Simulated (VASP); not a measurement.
Here is a VASP 6.6.1 calculation.

The input POSCAR:

```
RbCl
1.0
    0.0000000000      3.3077128624      3.3077128624
    3.3077128624      0.0000000000      3.3077128624
    3.3077128624      3.3077128624      0.0000000000
Rb Cl
1 1
Direct
    0.0000000000      0.0000000000      0.0000000000
    0.5000000000      0.5000000000      0.5000000000
```

INCAR.step1

```
  PREC = Accurate
  ENCUT = 520
  ISMEAR = -1
  SIGMA = 0.02
  LREAL = F
  LASPH = T
  NELM = 80
  NBANDS = 15
  GGA = PE
  ALGO = Normal
  EDIFF = 1E-4
  LWAVE = T
  LCHARG = F
```

The input INCAR.step2:

```
  PREC = Accurate
  ENCUT = 520
  EDIFF = 1E-7
  ISMEAR = -1
  SIGMA = 0.02
  LREAL = F
  LASPH = T
  NELM = 80
  ALGO = Normal
  ISIF = 2
  LWAVE = F
  LCHARG = F
  METAGGA = R2SCAN
  LMIXTAU = T
  NBANDS = 15
  ISTART = 1
```

File KPOINTS:

```
regular mesh
0
Gamma
  5 5 5
```

Potentials or basis: VASP PAW PBE potentials, release 64 (Rb_sv, Cl).

Launch:

```bash
$ cat potpaw_PBE.64/Rb_sv/POTCAR potpaw_PBE.64/Cl/POTCAR > POTCAR
$ cp INCAR.step1 INCAR
$ mpirun -np 1 vasp_std > vasp.out
$ cp INCAR.step2 INCAR
$ mpirun -np 1 vasp_std > vasp.out
```

(1) Predict the pressure.

(2) Estimate the band gap on the k mesh.

Results:

(1) 0.0 GPa.

(2) 5.55 eV, direct.

Caveat: the PAW data sets were made with another functional, which shifts forces and pressure a little.
